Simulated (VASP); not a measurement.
# P in VASP: single point with PBE+D3(BJ)

Aim: the single point of P with PBE+D3(BJ).

Program: VASP 6.6.1. These are calculated values, not measurements. Logs are shortened: lines on timing, memory, paths and dates and some standing lists are left out, and cuts for length are marked.

## Step 1: The cell of the first run

The cell holds a slab with vacuum, 8 atoms: a = 3.296 Å, b = 4.439 Å, c = 21.746 Å, α = 90.00°, β = 90.00°, γ = 90.00°.

## Step 2: Single point, PBE+D3(BJ) (layers slid over each other)

INCAR reads:

```
  ALGO = Normal
  DIPOL = 0.5 0.5 0.390
  EDIFF = 1E-7
  ENCUT = 520
  GGA = PE
  IDIPOL = 3
  ISIF = 2
  ISMEAR = 0
  IVDW = 12
  LASPH = T
  LCHARG = F
  LDIPOL = T
  LREAL = F
  LWAVE = F
  NBANDS = 30
  NELM = 60
  PREC = Accurate
  SIGMA = 0.05
```

KPOINTS reads:

```
k-points
0
Gamma
  8 6 1
```

POSCAR reads:

```
P
1.0
    3.2961869629      0.0000000000      0.0000000000
    0.0000000000      4.4391557027      0.0000000000
    0.0000000000      0.0000000000     21.7461973615
P
8
Direct
    0.5000000000      0.9174951453      0.2069327306
    0.0000000000      0.5825048547      0.2069327306
    0.5000000000      0.0825048547      0.3045635322
    0.0000000000      0.4174951453      0.3045635322
    1.0000000000      0.3325048547      0.4751680723
    1.5000000000      0.6674951453      0.4751680723
    1.0000000000      1.1674951453      0.5727988740
    1.5000000000      0.8325048547      0.5727988740
```

Potentials or basis: VASP PAW PBE potentials, release 64 (P).

Launch:

```console
cat potpaw_PBE.64/P/POTCAR > POTCAR
mpirun -np 1 vasp_std > vasp.out
```

OUTCAR:

```text
EDIFF = 1E-7
   ENCUT = 520
   GGA = PE
   ISIF = 2
   ISMEAR = 0
   IVDW = 12
   LASPH = T
   LREAL = F
   NELM = 60
   PREC = Accurate
 IVDW          = 12

 ion  position               nearest neighbor table
   1  0.500  0.917  0.207-   2 2.22   2 2.22   3 2.25
   2  0.000  0.583  0.207-   1 2.22   1 2.22   4 2.25
   3  0.500  0.083  0.305-   4 2.22   4 2.22   1 2.25
   4  0.000  0.417  0.305-   3 2.22   3 2.22   2 2.25
   5  0.000  0.333  0.475-   6 2.22   6 2.22   7 2.25
   6  0.500  0.667  0.475-   5 2.22   5 2.22   8 2.25
   7  0.000  0.167  0.573-   8 2.22   8 2.22   5 2.25
   8  0.500  0.833  0.573-   7 2.22   7 2.22   6 2.25

  LATTYP: Found a simple orthorhombic cell.
 ALAT       =     3.2961869629
 B/A-ratio  =     1.3467548269
 C/A-ratio  =     6.5973798229

  Lattice vectors:

 A1 = (   3.2961869629,   0.0000000000,   0.0000000000)
 A2 = (   0.0000000000,   4.4391557027,   0.0000000000)
 A3 = (   0.0000000000,   0.0000000000,  21.7461973615)

Analysis of symmetry for initial positions (statically):
=====================================================================
 Subroutine PRICEL returns:
 Original cell was already a primitive cell.

 Routine SETGRP: Setting up the symmetry group for a
 simple orthorhombic supercell.

 Subroutine GETGRP returns: Found  4 space group operations
 (whereof  2 operations were pure point group operations)
 out of a pool of  8 trial point group operations.

The static configuration has the point symmetry C_1h.
 The point group associated with its full space group is C_2h.

Analysis of symmetry for dynamics (positions and initial velocities):
=====================================================================
 Subroutine PRICEL returns:
 Original cell was already a primitive cell.

 Routine SETGRP: Setting up the symmetry group for a
 simple orthorhombic supercell.

 Subroutine GETGRP returns: Found  4 space group operations
 (whereof  2 operations were pure point group operations)
 out of a pool of  8 trial point group operations.

The dynamic configuration has the point symmetry C_1h.
 The point group associated with its full space group is C_2h.

 Subroutine INISYM returns: Found  4 space group operations
 (whereof  2 operations are pure point group operations),
 and found     1 'primitive' translations

----------------------------------------------------------------------------------------

                                     Primitive cell

  volume of cell :     318.1966

  direct lattice vectors                    reciprocal lattice vectors
     3.296186963  0.000000000  0.000000000     0.303380849  0.000000000  0.000000000
     0.000000000  4.439155703  0.000000000     0.000000000  0.225268062  0.000000000
     0.000000000  0.000000000 21.746197361     0.000000000  0.000000000  0.045985051

  length of vectors
     3.296186963  4.439155703 21.746197361     0.303380849  0.225268062  0.045985051

  position of ions in fractional coordinates (direct lattice)
     0.500000000  0.917495145  0.206932731
     0.000000000  0.582504855  0.206932731
     0.500000000  0.082504855  0.304563532
     0.000000000  0.417495145  0.304563532
     0.000000000  0.332504855  0.475168072
     0.500000000  0.667495145  0.475168072
     0.000000000  0.167495145  0.572798874
     0.500000000  0.832504855  0.572798874

  ion indices of the primitive-cell ions
   primitive index   ion index
                 1           1
                 2           2
                 3           3
                 4           4
                 5           5
                 6           6
                 7           7
                 8           8

----------------------------------------------------------------------------------------

 KPOINTS: k-points

Automatic generation of k-mesh.
 Grid dimensions read from file:
 generate k-points for:    8    6    1

 Generating k-lattice:

  Cartesian coordinates                     Fractional coordinates (reciprocal lattice)
     0.037922606  0.000000000  0.000000000     0.125000000  0.000000000  0.000000000
     0.000000000  0.037544677  0.000000000     0.000000000  0.166666667  0.000000000
     0.000000000  0.000000000  0.045985051     0.000000000  0.000000000  1.000000000

  Length of vectors
     0.037922606  0.037544677  0.045985051

  Shift w.r.t. Gamma in fractional coordinates (k-lattice)
     0.000000000  0.000000000  0.000000000

 Subroutine IBZKPT returns following result:
 ===========================================

 Found     20 irreducible k-points:

 Following reciprocal coordinates:
            Coordinates               Weight
  0.000000  0.000000  0.000000      1.000000
  0.125000  0.000000  0.000000      2.000000
  0.250000  0.000000  0.000000      2.000000
  0.375000  0.000000  0.000000      2.000000
  0.500000  0.000000  0.000000      1.000000
  0.000000  0.166667  0.000000      2.000000
[... 12 lines left out ...]
  0.375000  0.500000  0.000000      2.000000
  0.500000  0.500000  0.000000      1.000000
   k-points           NKPTS =     20   k-points in BZ     NKDIM =     20   number of bands    NBANDS=     30
   number of dos      NEDOS =    301   number of ions     NIONS =      8
   total plane-waves  NPLWV = 163296
   dimension x,y,z NGX =    28 NGY =   36 NGZ =  162
   dimension x,y,z NGXF=    56 NGYF=   72 NGZF=  324
   ions per type =               8
   NGX,Y,Z   is equivalent  to a cutoff of  14.12, 13.48, 12.38 a.u.
   NGXF,Y,Z  is equivalent  to a cutoff of  28.24, 26.96, 24.77 a.u.
 SYSTEM =  unknown system
   PREC   = accura    normal or accurate (medium, high low for compatibility)
   ISTART =      0    job   : 0-new  1-cont  2-samecut
   ICHARG =      2    charge: 1-file 2-atom 10-const
   ISPIN  =      1    spin polarized calculation?
   LNONCOLLINEAR =      F non collinear calculations
   LSORBIT =      F    spin-orbit coupling
   LASPH  =      T    aspherical Exc in radial PAW
   ENCUT  =  520.0 eV  38.22 Ry    6.18 a.u.   6.13  8.25 40.43*2*pi/ulx,y,z
   NELM   =     60;   NELMIN=  2; NELMDL= -5     # of ELM steps
   EDIFF  = 0.1E-06   stopping-criterion for ELM
   LREAL  =      F    real-space projection
   EDIFFG = 0.1E-05   stopping-criterion for IOM
   NSW    =      0    number of steps for IOM
   IBRION =     -1    ionic relax: 0-MD 1-quasi-New 2-CG
   NFREE  =      0    steps in history (QN), initial steepest desc. (CG)
   ISIF   =      2    stress and relaxation
   ISYM   =      2    0-nonsym 1-usesym 2-fastsym
   POTIM  = 0.5000    time-step for ionic-motion
   TEBEG  =    0.0;   TEEND  =   0.0 temperature during run
   PSTRESS=    0.0 pullay stress
   NELECT =      40.0000    total number of electrons
   NUPDOWN=      -1.0000    fix difference up-down
   EMIN   =  10.00;   EMAX   =-10.00  energy-range for DOS
   EFERMI =   0.00;   METHOD = LEGACY
   ISMEAR =     0;   SIGMA  =   0.05  broadening in eV -4-tet -1-fermi 0-gaus
   EFERMI_NEDOS =   21; number of points for ismear=-14 and -15
   IALGO  =     38    algorithm
   IMIX   =      4    mixing-type and parameters
     AMIX     =   0.40;   BMIX     =  1.00
     AMIX_MAG =   1.60;   BMIX_MAG =  1.00
  volume/ion in A,a.u.               =      39.77       268.41
  Fermi-wavevector in a.u.,A,eV,Ry     =   0.820093  1.549751  9.150627  0.672552
  Thomas-Fermi vector in A             =   1.931014
   LORBIT       =      0    0 simple, 1 ext, 2 COOP (PROOUT), +10 PAW based schemes
   GGA     = PE    functional components
   LHFCALC =     F    Hartree Fock is set to
   AEXX    =    0.0000 exact exchange contribution
   IVDW    =    12    specifies the selected vdW correction
   LEPSILON=     F    determine dielectric tensor
   LRPA    =     F    only Hartree local field effects (RPA)
 non-spin polarized calculation
 Gauss-broadening in eV      SIGMA  =   0.05
  energy-cutoff  :      520.00
  volume of cell :      318.20
 maximum number of plane-waves:      8606
 NGX is ok and might be reduce to    28
   NGX = 13   NGY = 17   NGZ = 81

 dipolmoment           0.000000      0.000000     -0.000000 electrons x Angstroem

 number of electron      39.9999998 magnetization

 dipolmoment           0.000000      0.000000      0.000000 electrons x Angstroem

 Free energy of the ion-electron system (eV)
  ---------------------------------------------------
  ext. energy  EPLUGINS =         0.00000000
  ---------------------------------------------------
  free energy    TOTEN  =       -42.92949081 eV

  energy without entropy =      -42.92949081  energy(sigma->0) =      -42.92949081

 E-fermi :   0.5313     XC(G=0):  -5.3068

 val. band max:        0.3181469822   @ k =   0.0000   0.0000   0.0000
 cond. band min:       0.8545920808   @ k =   0.0000   0.0000   0.0000
 fundamental gap:      0.5364450986
 Fermi energy:         0.5313395784

 k-point     1 :       0.0000    0.0000    0.0000
  band No.  band energies     occupation
      1     -14.8407      2.00000
      2     -14.8009      2.00000
      3     -12.2660      2.00000
      4     -12.1556      2.00000
      5      -8.6965      2.00000
      6      -8.6924      2.00000
[... 22 lines left out ...]
     29       4.6595      0.00000
     30       4.7984      0.00000

 k-point     2 :       0.1250    0.0000    0.0000
  band No.  band energies     occupation
      1     -14.6537      2.00000
      2     -14.6141      2.00000
      3     -12.0714      2.00000
      4     -11.9612      2.00000
      5      -8.8171      2.00000
      6      -8.8102      2.00000
[... 22 lines left out ...]
     29       4.8566      0.00000
     30       4.9865      0.00000

 k-point     3 :       0.2500    0.0000    0.0000
  band No.  band energies     occupation
      1     -14.0982      2.00000
      2     -14.0596      2.00000
      3     -11.4901      2.00000
      4     -11.3808      2.00000
      5      -9.4145      2.00000
      6      -9.3976      2.00000
[... 22 lines left out ...]
     29       4.9736      0.00000
     30       4.9827      0.00000

 k-point     4 :       0.3750    0.0000    0.0000
  band No.  band energies     occupation
      1     -13.1948      2.00000
      2     -13.1578      2.00000
      3     -10.6221      2.00000
      4     -10.5939      2.00000
      5     -10.5310      2.00000
      6     -10.4235      2.00000
[... 22 lines left out ...]
     29       3.5679      0.00000
     30       3.6120      0.00000

 k-point     5 :       0.5000    0.0000    0.0000
  band No.  band energies     occupation
      1     -11.9978      2.00000
      2     -11.9884      2.00000
      3     -11.9604      2.00000
      4     -11.9582      2.00000
      5      -9.2277      2.00000
      6      -9.2042      2.00000
[... 22 lines left out ...]
     29       3.5118      0.00000
     30       3.7534      0.00000
[... 394 lines left out ...]
     29       4.4048      0.00000
     30       4.4210      0.00000

 k-point    18 :       0.2500    0.5000    0.0000
  band No.  band energies     occupation
      1     -12.9333      2.00000
      2     -12.8875      2.00000
      3     -12.8839      2.00000
      4     -12.8619      2.00000
      5      -8.2070      2.00000
      6      -8.1679      2.00000
[... 22 lines left out ...]
     29       5.9305      0.00000
     30       5.9728      0.00000

 k-point    19 :       0.3750    0.5000    0.0000
  band No.  band energies     occupation
      1     -12.1471      2.00000
      2     -12.1080      2.00000
      3     -12.1045      2.00000
      4     -12.0860      2.00000
      5      -8.8580      2.00000
      6      -8.8207      2.00000
[... 22 lines left out ...]
     29       5.7300      0.00000
     30       5.9074      0.00000

 k-point    20 :       0.5000    0.5000    0.0000
  band No.  band energies     occupation
      1     -11.5739      2.00000
      2     -11.5501      2.00000
      3     -11.5485      2.00000
      4     -11.5341      2.00000
      5      -9.5440      2.00000
      6      -9.5171      2.00000
[... 22 lines left out ...]
     29       5.7893      0.00000
     30       5.8217      0.00000

------------------------ aborting loop because EDIFF is reached ----------------------------------------

 vacuum level on the upper side and lower side of the slab       (xc-potential included)        -0.079        -0.079

 Edisp (eV)   -2.28222

 E8    (eV) :    -0.8934

  FORCE on cell =-STRESS in cart. coord.  units (eV):
  Direction    XX          YY          ZZ          XY          YZ          ZX
  --------------------------------------------------------------------------------------
  -------------------------------------------------------------------------------------
  Total      -0.61590    -0.69385    -1.22523     0.00000    -0.11586     0.00000
  in kB      -3.10116    -3.49367    -6.16926     0.00000    -0.58336     0.00000
  external pressure =       -4.25 kB  Pullay stress =        0.00 kB

 VOLUME and BASIS-vectors are now :
 -----------------------------------------------------------------------------
  energy-cutoff  :      520.00
  volume of cell :      318.20
      direct lattice vectors                 reciprocal lattice vectors
     3.296186963  0.000000000  0.000000000     0.303380849  0.000000000  0.000000000
     0.000000000  4.439155703  0.000000000     0.000000000  0.225268062  0.000000000
     0.000000000  0.000000000 21.746197361     0.000000000  0.000000000  0.045985051

 POSITION                                       TOTAL-FORCE (eV/Angst)
 -----------------------------------------------------------------------------------
      1.64809      4.07290      4.50000         0.000000     -0.026429      0.019985
      0.00000      2.58583      4.50000         0.000000      0.052619      0.054718
      1.64809      0.36625      6.62310         0.000000     -0.004644      0.071817
      0.00000      1.85333      6.62310         0.000000     -0.020175      0.084294
      0.00000      1.47604     10.33310         0.000000      0.020175     -0.084294
      1.64809      2.96311     10.33310         0.000000      0.004644     -0.071817
      0.00000      0.74354     12.45620         0.000000     -0.052619     -0.054718
      1.64809      3.69562     12.45620         0.000000      0.026429     -0.019985
 -----------------------------------------------------------------------------------
    total drift:                               -0.000000     -0.000000      0.000036

  FREE ENERGIE OF THE ION-ELECTRON SYSTEM (eV)
  ---------------------------------------------------
  free  energy   TOTEN  =       -45.2117078933 eV

  energy  without entropy=      -45.2117078933  energy(sigma->0) =      -45.21170789

 vacuum level on the upper side and lower side of the slab         5.185         5.185
```

Run time: 7 min. Hardware: 1 thread of AMD EPYC 7R43 (Zen 3), shared host; peak memory 0.4 GiB.

What came out:

```yaml
Free_energy: -45.2117 eV
Largest_force: 0.087 eV/Å
Band_gap_on_the_k_mesh: 0.54 eV
Dispersion_energy_per_atom: -0.285 eV
```

Forces on the atoms (eV/Å):
```
P    0.000 -0.026  0.020
P    0.000  0.053  0.055
P    0.000 -0.005  0.072
P    0.000 -0.020  0.084
P    0.000  0.020 -0.084
P    0.000  0.005 -0.072
P    0.000 -0.053 -0.055
P    0.000  0.026 -0.020
```

Levels at points of the mesh, in eV from the valence-band top:
| k point | band 18 | band 19 | band 20 | band 21 | band 22 | band 23 |
| --- | --- | --- | --- | --- | --- | --- |
| (0.00, 0.00, 0.00) | -1.66 | -0.08 | 0.00 | 0.54 | 1.24 | 1.53 |
| (0.50, 0.00, 0.00) | -2.14 | -1.90 | -1.81 | 1.21 | 1.24 | 1.36 |
| (0.00, 0.50, 0.00) | -1.04 | -1.01 | -0.89 | 2.00 | 2.10 | 2.13 |
| (0.50, 0.50, 0.00) | -1.48 | -1.16 | -1.12 | 2.06 | 2.30 | 2.58 |

Caveat: the cell differs from its parent crystal (layers slid over each other).
